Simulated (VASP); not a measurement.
Rh: single point with r2SCAN

Rh:

```
Rh
1.0
     0.00000    1.89526    1.89526
     1.89526    0.00000    1.89526
     1.89526    1.89526    0.00000
Rh
1
Direct
  0.00000 0.00000 0.00000
```

```json
{
 "Program": "VASP 6.6.1",
 "Task": "single point",
 "Functional": "r2SCAN",
 "Potentials or basis": "VASP PAW PBE potentials, release 64 (Rh_sv_GW)",
 "Cutoff": "580 eV",
 "k mesh": "12 × 12 × 12",
 "Occupations": "fermi-dirac, width 0.05 eV",
 "Spin": "no spin polarisation"
}
```

```json
{
  "Pressure": "0.3 GPa"
}
```

Levels at points of the mesh, in eV from the Fermi level:
```csv
k point,band 5,band 6,band 7,band 8,band 9,band 10,band 11,band 12
"(0.00, 0.00, 0.00)",-8.24,-3.23,-3.23,-3.23,-1.11,-1.11,16.45,22.15
"(0.50, 0.00, 0.00)",-6.42,-3.35,-3.35,0.57,0.57,0.88,9.19,16.06
"(0.50, 0.50, 0.00)",-6.65,-6.27,0.50,1.04,1.04,3.48,12.99,14.01
```

Wall time 62 s on 1 thread of AMD EPYC 9R14 (Zen 4) (shared host), peak memory 0.13 GiB.

Caveat: the PAW data sets were made with another functional, which shifts forces and pressure a little.
